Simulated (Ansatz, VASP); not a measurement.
**N: VASP beside Ansatz**

```
CELL_PARAMETERS angstrom
4.16594 0.00000 0.00000
0.00000 4.16594 0.00000
0.00000 0.00000 5.40774
ATOMIC_POSITIONS crystal
N 0.90724 0.90724 0.00000
N 0.59276 0.40724 0.50000
N 0.09276 0.09276 0.00000
N 0.40724 0.59276 0.50000
```

Alike in both runs: functional r2SCAN; k mesh 6 × 6 × 4; occupations gaussian, width 0.02 eV; no spin polarisation.

Ansatz relaxed the structure, and its values are those at the end. VASP's run is a single point on that final structure, the one shown.

```csv
,VASP,Ansatz
version,VASP 6.6.1,Ansatz 0.2.0
potentials or method,"VASP PAW PBE potentials, release 64 (N), cutoff 520 eV","scalar-relativistic, plane waves, PAW"
valence electrons in the cell,20,20
```

Ansatz gave:

```
gap on the k mesh at the Fermi level (eV) : 7.86
least direct gap on the mesh (eV)         : 8.02
pressure (GPa)                            : 0.0
rms of the force components (eV/Å)        : 0.004
```

**Question.** Which values does VASP return?

**Answer.** gap on the k mesh at the Fermi level (eV): 7.83; least direct gap on the mesh (eV): 7.98; pressure (GPa): 2.5; rms of the force components (eV/Å): 1.340.

VASP's potentials were made for PBE, not for r2SCAN.

Noted on VASP's run: the standard files for N, O and F lose accuracy on very short bonds.
